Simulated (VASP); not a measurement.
# PbSe (Clausthalite): single point with revPBE+D4

Crystal: PbSe (Clausthalite).

```
Pb Se
1.0
     0.00000    3.06065    3.06065
     3.06065    0.00000    3.06065
     3.06065    3.06065    0.00000
Pb Se
1 1
Direct
  0.00000 0.00000 0.00000
  0.50000 0.50000 0.50000
```

```yaml
Program: VASP 6.6.1
Task: single point
Functional: revPBE
Dispersion: D4
Potentials_or_basis: VASP PAW PBE potentials, release 64 (Pb_d, Se)
Cutoff: 520 eV
k_mesh: 8 × 8 × 8
Occupations: fermi-dirac, width 0.15 eV
Spin: non-collinear spin, zero start, spin-orbit coupling
Starting_moments: "[[0.0, 0.0, 0.0], [0.0, 0.0, 0.0]] μB"
Dipole_correction: no
Further_INCAR_settings: ALGO = Normal; EDIFF = 1e-07; NBANDS = 32
```

```json
{"Pressure": "0.0 GPa", "Net moment": "0.00 μB per cell", "Valence electrons inside the program's atomic spheres": "Pb 11.87; Se 3.82", "Dispersion energy per atom": "-0.618 eV"}
```

Moments on the atoms (μB; x, y, z):
```
Pb  0.00 0.00 0.00
Se  0.00 0.00 0.00
```

Wall time 83 s on 1 thread of Intel(R) Xeon(R) 6975P-C (Granite Rapids), on a shared host, peak memory 0.34 GiB.

Caveat: the PAW data sets were made with another functional, which shifts forces and pressure a little.
